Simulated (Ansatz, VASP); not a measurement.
**Two plane-wave programs on CuCl**

```
Cu Cl
1.0
     0.00000    2.71000    2.71000
     2.71000    0.00000    2.71000
     2.71000    2.71000    0.00000
Cu Cl
1 1
Direct
  0.00000 0.00000 0.00000
  0.25000 0.25000 0.25000
```

Alike in both runs: task single point; functional PBE; k mesh 8 × 8 × 8; occupations fermi-dirac, width 0.1 eV; no spin polarisation.

|  | VASP | Ansatz |
| --- | --- | --- |
| version | VASP 6.6.1 | Ansatz 0.2.0 development build |
| potentials or method | VASP PAW PBE potentials, release 64 (Cu, Cl) | plane waves |
| plane-wave cutoff (eV) | 600 | 700 |
| valence electrons in the cell | 18 | 26 |

|  | VASP | Ansatz | Ansatz less VASP |
| --- | --- | --- | --- |
| gap on the k mesh at the Fermi level (eV) | 0.54 | 0.53 | -0.006 |

The functional is the same, so the differences come from potentials, cutoffs and numerics. VASP's potentials hold 18 valence electrons a cell and Ansatz's 26, so a difference there can come from the potentials and not from the codes.
